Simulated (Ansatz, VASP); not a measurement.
## Bi in VASP and in Ansatz

The input INCAR:

```
SYSTEM = Bi
PREC = Accurate
ENCUT = 500
EDIFF = 1E-6
ISMEAR = 0
SIGMA = 0.1
LREAL = .False.
LASPH = .True.
NELM = 120
ALGO = Normal
ISIF = 2
LWAVE = .False.
LCHARG = .False.
GGA = PE
IVDW = 12
NBANDS = 14
GGA_COMPAT = .False.
```

KPOINTS

```
Automatic mesh
0
Gamma
  16 16 16
  0 0 0
```

The input POSCAR:

```
Bi
1.0
   -1.9814305318      1.9814305318      1.9814305318
    1.9814305318     -1.9814305318      1.9814305318
    1.9814305318      1.9814305318     -1.9814305318
Bi
1
Direct
    0.0000000000      0.0000000000      0.0000000000
```

Input for Ansatz:

```yaml
crystal:
  lattice:
    - [-1.9814305318, 1.9814305318, 1.9814305318]
    - [1.9814305318, -1.9814305318, 1.9814305318]
    - [1.9814305318, 1.9814305318, -1.9814305318]
  atoms:
    - { symbol: Bi, position: [0.0, 0.0, 0.0] }
basis:
  ecutwfc: 420
kpoints:
  mp_grid: { grid: [16, 16, 16] }
hamiltonian:
  xc: pbe
  dispersion: d3bj
scf:
  occupations: { method: gaussian, width: 0.1 }
output:
  forces: true
  stress: true
  eigenvalues: true
  populations: true
```

Alike in both runs: task single point; functional PBE; dispersion D3(BJ); k mesh 16 × 16 × 16; occupations gaussian, width 0.1 eV; no spin polarisation.

|  | VASP | Ansatz |
| --- | --- | --- |
| version | VASP 6.6.1 | Ansatz 0.2.0 |
| potentials or method | VASP PAW PBE potentials, release 64 (Bi_d), cutoff 500 eV | scalar-relativistic, plane waves, PAW |
| valence electrons in the cell | 15 | 15 |

```tsv
	VASP	Ansatz	Ansatz less VASP
gap on the k mesh at the Fermi level (eV)	none	none	-
pressure (GPa)	-1.8	-1.8	+0.03
```

A gap of «none» marks a metal or a gap that the smearing closes.

Spin-orbit coupling is off throughout.
